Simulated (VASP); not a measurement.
# MgS (I4/mmm) in VASP: notebook

MgS is run at these levels: r2SCAN; tasks: single point.

All numbers are computed with VASP 6.6.1; they aren't measurements. Logs are shortened: lines on timing, memory, paths and dates and some standing lists are left out, and cuts for length are marked.

## Step 1: The cell of the first run

It takes space group I4/mmm (No. 139, tetragonal). The conventional cell has a = 3.698 Å, b = 3.698 Å, c = 5.188 Å, α = 90.00°, β = 90.00°, γ = 90.00°. Within 3.4 Å of Mg (site symmetry 4/mmm) lie 6 S at 2.59 to 2.61 Å. Within 3.4 Å of S (site symmetry 4/mmm) lie 6 Mg at 2.59 to 2.61 Å.

## Step 2: Single point, r2SCAN (in-plane strain +0.005)

Contents of POSCAR:

```
MgS
1.0
    2.6146582500      2.6146582500      0.0000000000
   -2.6146582500      2.6146582500      0.0000000000
    0.0000000000      2.6146582500      2.5938450500
Mg S
1 1
Direct
    0.0000000000      0.0000000000      0.0000000000
    0.5000000000      0.5000000000      0.0000000000
```

Contents of INCAR.step1:

```
SYSTEM = MgS
PREC = Accurate
ENCUT = 520
ISMEAR = 0
SIGMA = 0.01
LREAL = .FALSE.
LASPH = .TRUE.
NELM = 100
NBANDS = 11
GGA = PE
ALGO = Normal
EDIFF = 1E-4
LWAVE = .TRUE.
LCHARG = .FALSE.
```

Contents of INCAR.step2:

```
SYSTEM = MgS
PREC = Accurate
ENCUT = 520
EDIFF = 1E-6
ISMEAR = 0
SIGMA = 0.01
LREAL = .FALSE.
LASPH = .TRUE.
NELM = 100
ALGO = Normal
ISIF = 2
LWAVE = .FALSE.
LCHARG = .FALSE.
METAGGA = R2SCAN
LMIXTAU = .TRUE.
NBANDS = 11
ISTART = 1
```

Contents of KPOINTS:

```
regular mesh
0
G
  8 8 8
  0 0 0
```

Potentials or basis: VASP PAW PBE potentials, release 64 (Mg, S).

The run is started by

```console
$ cat potpaw_PBE.64/Mg/POTCAR potpaw_PBE.64/S/POTCAR > POTCAR
$ cp INCAR.step1 INCAR
$ mpirun -np 1 vasp_std > vasp.out
$ cp INCAR.step2 INCAR
$ mpirun -np 1 vasp_std > vasp.out
```

OUTCAR:

```text
SYSTEM = MgS
   PREC = Accurate
   ENCUT = 520
   EDIFF = 1E-6
   ISMEAR = 0
   LREAL = .FALSE.
   LASPH = .TRUE.
   NELM = 100
   ISIF = 2
   METAGGA = R2SCAN
   ISTART = 1

 ion  position               nearest neighbor table
   1  0.000  0.000  0.000-   2 2.59   2 2.59   2 2.61   2 2.61   2 2.61   2 2.61
   2  0.500  0.500  0.000-   1 2.59   1 2.59   1 2.61   1 2.61   1 2.61   1 2.61

  LATTYP: Found a body centered tetragonal cell.
 ALAT       =     3.6976851581
 C/A-ratio  =     1.4029561410

  Lattice vectors:

 A1 = (   2.6146582500,   0.0000000000,  -2.5938450500)
 A2 = (  -2.6146582500,   0.0000000000,  -2.5938450500)
 A3 = (   0.0000000000,   2.6146582500,   2.5938450500)

Analysis of symmetry for initial positions (statically):
=====================================================================
 Subroutine PRICEL returns:
 Original cell was already a primitive cell.

 Routine SETGRP: Setting up the symmetry group for a
 body centered tetragonal supercell.

 Subroutine GETGRP returns: Found 16 space group operations
 (whereof 16 operations were pure point group operations)
 out of a pool of 16 trial point group operations.

The static configuration has the point symmetry D_4h.

Analysis of symmetry for dynamics (positions and initial velocities):
=====================================================================
 Subroutine PRICEL returns:
 Original cell was already a primitive cell.

 Routine SETGRP: Setting up the symmetry group for a
 body centered tetragonal supercell.

 Subroutine GETGRP returns: Found 16 space group operations
 (whereof 16 operations were pure point group operations)
 out of a pool of 16 trial point group operations.

The dynamic configuration has the point symmetry D_4h.

 Subroutine INISYM returns: Found 16 space group operations
 (whereof 16 operations are pure point group operations),
 and found     1 'primitive' translations

----------------------------------------------------------------------------------------

                                     Primitive cell

  volume of cell :      35.4653

  direct lattice vectors                    reciprocal lattice vectors
     2.614658250  2.614658250  0.000000000     0.191229580  0.191229580 -0.192764020
    -2.614658250  2.614658250  0.000000000    -0.191229580  0.191229580 -0.192764020
     0.000000000  2.614658250  2.593845050     0.000000000  0.000000000  0.385528041

  length of vectors
     3.697685158  3.697685158  3.682997408     0.332107622  0.332107622  0.385528041

  position of ions in fractional coordinates (direct lattice)
     0.000000000  0.000000000  0.000000000
     0.500000000  0.500000000  0.000000000

  ion indices of the primitive-cell ions
   primitive index   ion index
                 1           1
                 2           2

----------------------------------------------------------------------------------------

 KPOINTS: regular mesh

Automatic generation of k-mesh.
 Grid dimensions read from file:
 generate k-points for:    8    8    8

 Generating k-lattice:

  Cartesian coordinates                     Fractional coordinates (reciprocal lattice)
     0.023903698  0.023903698 -0.024095503     0.125000000  0.000000000  0.000000000
    -0.023903698  0.023903698 -0.024095503     0.000000000  0.125000000  0.000000000
     0.000000000  0.000000000  0.048191005     0.000000000  0.000000000  0.125000000

  Length of vectors
     0.041513453  0.041513453  0.048191005

  Shift w.r.t. Gamma in fractional coordinates (k-lattice)
     0.000000000  0.000000000  0.000000000

 Subroutine IBZKPT returns following result:
 ===========================================

 Found     59 irreducible k-points:

 Following reciprocal coordinates:
            Coordinates               Weight
  0.000000  0.000000  0.000000      1.000000
  0.125000  0.000000  0.000000      8.000000
  0.250000  0.000000  0.000000      8.000000
  0.375000  0.000000  0.000000      8.000000
  0.500000  0.000000  0.000000      4.000000
  0.125000  0.125000  0.000000      8.000000
[... 16 lines left out ...]
  0.250000  0.000000  0.125000      4.000000
  0.375000  0.000000  0.125000      8.000000
 [... further k-points ...]
   k-points           NKPTS =     59   k-points in BZ     NKDIM =     59   number of bands    NBANDS=     11
   number of dos      NEDOS =    301   number of ions     NIONS =      2
   total plane-waves  NPLWV =  21952
   dimension x,y,z NGX =    28 NGY =   28 NGZ =   28
   dimension x,y,z NGXF=    56 NGYF=   56 NGZF=   56
   ions per type =               1   1
   NGX,Y,Z   is equivalent  to a cutoff of  12.59, 12.59, 12.64 a.u.
   NGXF,Y,Z  is equivalent  to a cutoff of  25.18, 25.18, 25.28 a.u.
 SYSTEM =  MgS
   PREC   = accura    normal or accurate (medium, high low for compatibility)
   ISTART =      1    job   : 0-new  1-cont  2-samecut
   ICHARG =      0    charge: 1-file 2-atom 10-const
   ISPIN  =      1    spin polarized calculation?
   LNONCOLLINEAR =      F non collinear calculations
   LSORBIT =      F    spin-orbit coupling
   LASPH  =      T    aspherical Exc in radial PAW
   ENCUT  =  520.0 eV  38.22 Ry    6.18 a.u.   6.88  6.88  6.85*2*pi/ulx,y,z
   NELM   =    100;   NELMIN=  2; NELMDL=  0     # of ELM steps
   EDIFF  = 0.1E-05   stopping-criterion for ELM
   LREAL  =      F    real-space projection
   EDIFFG = 0.1E-04   stopping-criterion for IOM
   NSW    =      0    number of steps for IOM
   IBRION =     -1    ionic relax: 0-MD 1-quasi-New 2-CG
   NFREE  =      0    steps in history (QN), initial steepest desc. (CG)
   ISIF   =      2    stress and relaxation
   ISYM   =      2    0-nonsym 1-usesym 2-fastsym
   POTIM  = 0.5000    time-step for ionic-motion
   TEBEG  =    0.0;   TEEND  =   0.0 temperature during run
   PSTRESS=    0.0 pullay stress
   NELECT =       8.0000    total number of electrons
   NUPDOWN=      -1.0000    fix difference up-down
   EMIN   =  10.00;   EMAX   =-10.00  energy-range for DOS
   EFERMI =   0.00;   METHOD = LEGACY
   ISMEAR =     0;   SIGMA  =   0.01  broadening in eV -4-tet -1-fermi 0-gaus
   EFERMI_NEDOS =   21; number of points for ismear=-14 and -15
   IALGO  =     38    algorithm
   IMIX   =      4    mixing-type and parameters
     AMIX     =   0.40;   BMIX     =  1.00
     AMIX_MAG =   1.60;   BMIX_MAG =  1.00
  volume/ion in A,a.u.               =      17.73       119.67
  Fermi-wavevector in a.u.,A,eV,Ry     =   0.996560  1.883226 13.512384  0.993132
  Thomas-Fermi vector in A             =   2.128657
   LORBIT       =      0    0 simple, 1 ext, 2 COOP (PROOUT), +10 PAW based schemes
   METAGGA = R2SCAN    functional components
   LHFCALC =     F    Hartree Fock is set to
   AEXX    =    0.0000 exact exchange contribution
   IVDW    =     0    specifies the selected vdW correction
   LEPSILON=     F    determine dielectric tensor
   LRPA    =     F    only Hartree local field effects (RPA)
 non-spin polarized calculation
 Gauss-broadening in eV      SIGMA  =   0.01
  energy-cutoff  :      520.00
  volume of cell :       35.47
 maximum number of plane-waves:       970
   NGX = 13   NGY = 13   NGZ = 13

 number of electron       8.0000000 magnetization

 Free energy of the ion-electron system (eV)
  ---------------------------------------------------
  ext. energy  EPLUGINS =         0.00000000
  ---------------------------------------------------
  free energy    TOTEN  =       -15.50891449 eV

  energy without entropy =      -15.50891449  energy(sigma->0) =      -15.50891449

 E-fermi :   3.5812     XC(G=0): -10.0590

 val. band max:        3.4428014408   @ k =   0.0000   0.0000   0.0000
 cond. band min:       6.8211808543   @ k =   0.0000   0.0000   0.5000
 fundamental gap:      3.3783794135
 Fermi energy:         3.5811862988

 k-point     1 :       0.0000    0.0000    0.0000
  band No.  band energies     occupation
      1      -9.7114      2.00000
      2       3.4071      2.00000
      3       3.4428      2.00000
      4       3.4428      2.00000
      5       7.9874      0.00000
      6      11.9386      0.00000
      7      11.9386      0.00000
      8      12.0240      0.00000
      9      14.3083      0.00000
     10      14.4198      0.00000
     11      16.9552      0.00000

 k-point     2 :       0.1250    0.0000    0.0000
  band No.  band energies     occupation
      1      -9.5580      2.00000
      2       2.4226      2.00000
      3       3.3196      2.00000
      4       3.3345      2.00000
      5       8.7463      0.00000
      6      11.6889      0.00000
      7      12.1924      0.00000
      8      12.2588      0.00000
      9      13.7317      0.00000
     10      13.8141      0.00000
     11      17.1603      0.00000

 k-point     3 :       0.2500    0.0000    0.0000
  band No.  band energies     occupation
      1      -9.1444      2.00000
      2       0.6511      2.00000
      3       3.0976      2.00000
      4       3.1001      2.00000
      5       9.1109      0.00000
      6      11.8034      0.00000
      7      11.9005      0.00000
      8      12.5136      0.00000
      9      14.3845      0.00000
     10      14.3934      0.00000
     11      16.3487      0.00000

 k-point     4 :       0.3750    0.0000    0.0000
  band No.  band energies     occupation
      1      -8.6434      2.00000
      2      -0.8195      2.00000
      3       2.8880      2.00000
      4       2.9054      2.00000
      5       8.7873      0.00000
      6      11.1314      0.00000
      7      11.2234      0.00000
      8      14.1667      0.00000
      9      16.0142      0.00000
     10      16.4001      0.00000
     11      16.4287      0.00000
[... 239 lines left out ...]
 k-point    22 :       0.0000    0.0000    0.1250
  band No.  band energies     occupation
      1      -9.5049      2.00000
      2       2.4509      2.00000
      3       3.1075      2.00000
      4       3.1075      2.00000
      5       9.0817      0.00000
      6      11.0516      0.00000
      7      12.6414      0.00000
      8      12.6414      0.00000
      9      12.6838      0.00000
     10      14.5838      0.00000
     11      18.1546      0.00000

 k-point    23 :       0.2500    0.0000    0.1250
  band No.  band energies     occupation
      1      -9.3200      2.00000
      2       1.5546      2.00000
      3       2.6962      2.00000
      4       3.3187      2.00000
      5       9.6025      0.00000
      6      11.2729      0.00000
      7      12.2129      0.00000
      8      12.5092      0.00000
      9      12.6107      0.00000
     10      14.9248      0.00000
     11      18.2566      0.00000

 k-point    24 :       0.3750    0.0000    0.1250
  band No.  band energies     occupation
      1      -8.8715      2.00000
      2       0.1526      2.00000
      3       2.2186      2.00000
      4       3.0780      2.00000
      5       9.8032      0.00000
      6      11.2320      0.00000
      7      11.6748      0.00000
      8      12.3357      0.00000
      9      13.9724      0.00000
     10      16.9820      0.00000
     11      17.5215      0.00000

 [... further k-points ...]
[... 5 lines left out ...]
  --------------------------------------------------------------------------------------
  -------------------------------------------------------------------------------------
  Total       -0.2840706     -0.2840706     -0.1028892      0.0000000     -0.0000000     -0.0000000
  in kB      -12.8331422    -12.8331422     -4.6481102      0.0000000     -0.0000000     -0.0000000
  external PRESSURE =     -10.1047982 kB  Pullay stress =       0.0000000 kB

 VOLUME and BASIS-vectors are now :
 -----------------------------------------------------------------------------
  energy-cutoff  :      520.00
  volume of cell :       35.47
      direct lattice vectors                 reciprocal lattice vectors
     2.614658250  2.614658250  0.000000000     0.191229580  0.191229580 -0.192764020
    -2.614658250  2.614658250  0.000000000    -0.191229580  0.191229580 -0.192764020
     0.000000000  2.614658250  2.593845050     0.000000000  0.000000000  0.385528041

 POSITION                                       TOTAL-FORCE (eV/Angst)
 -----------------------------------------------------------------------------------
      0.00000      0.00000      0.00000         0.000000      0.000000      0.000000
      0.00000      2.61466      0.00000        -0.000000     -0.000000      0.000000
 -----------------------------------------------------------------------------------
    total drift:                               -0.000000      0.000000     -0.000000

  FREE ENERGIE OF THE ION-ELECTRON SYSTEM (eV)
  ---------------------------------------------------
  free  energy   TOTEN  =       -15.5089144912 eV

  energy  without entropy=      -15.5089144912  energy(sigma->0) =      -15.50891449
```

It took 69 s on 1 thread of Intel Xeon 6975P-C (Granite Rapids), shared host; peak memory 0.17 GiB.

Results:

| Quantity | Value |
| --- | --- |
| Free energy | -15.5089 eV |
| Pressure | -1.0 GPa |
| Band gap on the k mesh | 3.38 eV, indirect (least direct gap 4.54 eV) |

Stress tensor (GPa, compression positive):
```
-1.28  0.00  0.00
 0.00 -1.28  0.00
 0.00  0.00 -0.46
```

Levels at points of the mesh, in eV from the valence-band top:
| k point | band 1 | band 2 | band 3 | band 4 | band 5 | band 6 | band 7 | band 8 |
| --- | --- | --- | --- | --- | --- | --- | --- | --- |
| (0.00, 0.00, 0.00) | -13.15 | -0.04 | 0.00 | 0.00 | 4.54 | 8.50 | 8.50 | 8.58 |
| (0.50, 0.00, 0.00) | -11.84 | -4.85 | -0.64 | -0.61 | 5.19 | 7.44 | 7.53 | 11.14 |
| (0.50, 0.50, 0.00) | -11.47 | -4.25 | -1.75 | -1.68 | 3.42 | 4.94 | 13.03 | 13.44 |
| (0.00, 0.00, 0.50) | -11.44 | -4.24 | -1.75 | -1.75 | 3.38 | 4.92 | 13.11 | 13.47 |

Caveat: the cell differs from its parent crystal (in-plane strain +0.005); the PAW data sets were made with another functional, which shifts forces and pressure a little. A k mesh can miss the band edges.

## Step 3: Single point, r2SCAN (in-plane strain +0.01, then relaxed in part)

Contents of POSCAR:

```
MgS
1.0
    2.6276665000      2.6276665000      0.0000000000
   -2.6276665000      2.6276665000      0.0000000000
    0.0000000000      2.6276665000      2.5860401000
Mg S
1 1
Direct
    0.0000000000      0.0000000000      0.0000000000
    0.5000000000      0.5000000000      0.0000000000
```

Contents of INCAR.step1:

```
  PREC = Accurate
  ENCUT = 520
  ISMEAR = 0
  SIGMA = 0.01
  LREAL = F
  LASPH = T
  NELM = 100
  NBANDS = 11
  GGA = PE
  ALGO = Normal
  EDIFF = 1E-4
  LWAVE = T
  LCHARG = F
```

Contents of INCAR.step2:

```
  PREC = Accurate
  ENCUT = 520
  EDIFF = 1E-7
  ISMEAR = 0
  SIGMA = 0.01
  LREAL = F
  LASPH = T
  NELM = 100
  ALGO = Normal
  ISIF = 2
  LWAVE = F
  LCHARG = F
  METAGGA = R2SCAN
  LMIXTAU = T
  NBANDS = 11
  ISTART = 1
```

Contents of KPOINTS:

```
Automatic mesh
0
Gamma
  8 8 8
```

Potentials or basis: VASP PAW PBE potentials, release 64 (Mg, S).

The run is started by

```console
$ cat potpaw_PBE.64/Mg/POTCAR potpaw_PBE.64/S/POTCAR > POTCAR
$ cp INCAR.step1 INCAR
$ mpirun -np 1 vasp_std > vasp.out
$ cp INCAR.step2 INCAR
$ mpirun -np 1 vasp_std > vasp.out
```

Wall time 81 s (1 thread of Intel Xeon 6975P-C (Granite Rapids), shared host); peak memory 0.17 GiB.

The run converged. Its results:

* Free energy: -15.5056 eV
* Pressure: -1.5 GPa
* Band gap on the k mesh: 3.33 eV, indirect (least direct gap 4.47 eV)

Stress tensor (GPa, compression positive):
```
-2.03  0.00  0.00
 0.00 -2.03  0.00
 0.00  0.00 -0.44
```

Levels at points of the mesh, in eV from the valence-band top:
```
           k point  band 1  band 2  band 3  band 4  band 5  band 6  band 7  band 8  band 9
(0.00, 0.00, 0.00)  -13.13   -0.07    0.00    0.00    4.47    8.46    8.46    8.63   10.79
(0.50, 0.00, 0.00)  -11.83   -4.83   -0.65   -0.61    5.17    7.38    7.56   11.05   13.12
(0.50, 0.50, 0.00)  -11.48   -4.23   -1.77   -1.63    3.41    4.96   12.91   13.40   14.17
(0.00, 0.00, 0.50)  -11.42   -4.21   -1.77   -1.77    3.33    4.91   13.08   13.45   14.29
```

Caveat: the cell differs from its parent crystal (in-plane strain +0.01, then relaxed in part); the PAW data sets were made with another functional, which shifts forces and pressure a little. A k mesh can miss the band edges.
